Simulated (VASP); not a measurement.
Si, 2 atoms in the cell. It takes space group P6_3/mmc (No. 194, hexagonal). The conventional cell has a = 2.665 Å, b = 2.665 Å, c = 4.598 Å, α = 90.00°, β = 90.00°, γ = 120.00°. Si (site symmetry -6m2) has 12 Si at 2.67 to 2.77 Å within 3.5 Å. This isn't the form of Si at room conditions, which is diamond.

| Quantity | Value |
| --- | --- |
| Program | VASP 6.6.1 |
| Task | relaxation of shape and atoms at fixed volume |
| Functional | r2SCAN |
| Potentials or basis | VASP PAW PBE potentials, release 64 (Si) |
| Cutoff | 600 eV |
| k mesh | 18 × 18 × 10 |
| Occupations | gaussian, width 0.1 eV |
| Spin | no spin polarisation |
| Dipole correction | no |
| Further INCAR settings | ALGO = Normal; EDIFF = 1e-06; IBRION = 2; EDIFFG = -0.01; NSW = 50; ISIF = 4 |

Potentials or basis: VASP PAW PBE potentials, release 64 (Si).

The run is started by

```bash
$ cat potpaw_PBE.64/Si/POTCAR > POTCAR
$ cp INCAR.step1 INCAR
$ mpirun -np 1 vasp_std > vasp.out
$ cp INCAR.step2 INCAR
$ mpirun -np 1 vasp_std > vasp.out
```

Hardware: 1 thread of AMD EPYC 7R43 64-Core Processor (Zen 3) (shared host).

Problem. Estimate the wall time of this run.

Solution. Run time: 3.9 min on 1 thread of AMD EPYC 7R43 64-Core Processor (Zen 3) (shared host), peak memory 0.16 GiB. Counts: k points 222, ion steps 1.
